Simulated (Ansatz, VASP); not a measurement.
## One calculation of Ir, two programs

```
CELL_PARAMETERS angstrom
3.93242 0.00000 0.00000
-1.96621 3.40557 0.00000
0.00000 0.00000 6.33131
ATOMIC_POSITIONS crystal
Ir 0.33333 0.66667 0.06089
Ir 0.66667 0.33333 0.56089
Ir 0.33333 0.66667 0.43911
Ir 0.66667 0.33333 0.93911
```

Alike in both runs: functional r2SCAN; k mesh 12 × 12 × 8; occupations gaussian, width 0.1 eV; no spin polarisation.

Ansatz relaxed the structure, and its values are those at the end. VASP's run is a single point on that final structure, the one shown.

|  | VASP | Ansatz |
| --- | --- | --- |
| version | VASP 6.6.1 | Ansatz 0.2.0 |
| potentials or method | VASP PAW PBE potentials, release 64 (Ir), cutoff 520 eV | scalar-relativistic, plane waves, PAW |
| valence electrons in the cell | 36 | 68 |

|  | VASP | Ansatz | Ansatz less VASP |
| --- | --- | --- | --- |
| gap on the k mesh at the Fermi level (eV) | none | none | - |
| pressure (GPa) | 0.4 | 0.0 | -0.41 |

VASP's potentials were made for PBE, not for r2SCAN. A gap of «none» marks a metal or a gap that the smearing closes. VASP's potentials hold 36 valence electrons a cell and Ansatz's 68, so a difference there can come from the potentials and not from the codes.

Neither program's run includes spin-orbit coupling.
